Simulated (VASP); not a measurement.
# FePt (Tetraferroplatinum): single point with PBE

Crystal: FePt (Tetraferroplatinum).

```
CELL_PARAMETERS angstrom
2.72350 0.00000 0.00000
0.00000 2.72350 0.00000
0.00000 0.00000 3.72000
ATOMIC_POSITIONS crystal
Fe 0.00000 0.00000 0.00000
Pt 0.50000 0.50000 0.51500
```

* Program: VASP 6.6.1
* Task: single point
* Functional: PBE
* Potentials or basis: VASP PAW PBE potentials, release 64 (Fe, Pt)
* Cutoff: 520 eV
* k mesh: 6 × 6 × 5
* Occupations: gaussian, width 0.15 eV
* Spin: collinear spin, ferromagnetic start
* Starting moments: [3.5, 0.0] μB
* Dipole correction: no
* Further INCAR settings: ALGO = Normal; EDIFF = 1e-07; NBANDS = 20

- Pressure: 2.7 GPa
- Largest force: 0.499 eV/Å
- Net moment: 3.24 μB per cell
- Site moments: Fe +2.88; Pt +0.33 μB
- Valence electrons inside the program's atomic spheres: Fe 6.99; Pt 9.43

Forces in eV/Å, atoms in the order of the input:
```
Fe   0.000  0.000  0.499
Pt   0.000  0.000 -0.499
```

Stress tensor (GPa, compression positive):
```
1.63 0.00 0.00
0.00 1.63 0.00
0.00 0.00 4.86
```

Levels at points of the mesh, in eV from the Fermi level:
Spin up:
```csv
k point,band 9,band 10,band 11,band 12,band 13,band 14
"(0.00, 0.00, 0.00)",-0.54,-0.39,-0.39,2.31,9.75,11.67
"(0.50, 0.00, 0.00)",-2.08,-1.62,0.19,2.00,10.41,10.52
"(0.50, 0.50, 0.00)",-0.47,0.52,1.62,1.62,7.58,9.98
```
Spin down:
| k point | band 6 | band 7 | band 8 | band 9 | band 10 | band 11 |
| --- | --- | --- | --- | --- | --- | --- |
| (0.00, 0.00, 0.00) | -0.81 | -0.80 | 0.55 | 1.69 | 1.69 | 1.72 |
| (0.50, 0.00, 0.00) | -1.41 | -1.14 | -0.90 | 0.58 | 0.74 | 2.33 |
| (0.50, 0.50, 0.00) | 1.25 | 1.63 | 1.70 | 1.74 | 1.74 | 1.76 |

Run time: 70 s on 1 thread of AMD EPYC 7R13, on a shared host, peak memory 0.13 GiB.

Caveat: the k points lie up to 0.38 Å⁻¹ apart; spin-orbit coupling is left out, which moves the levels of the heavy elements.
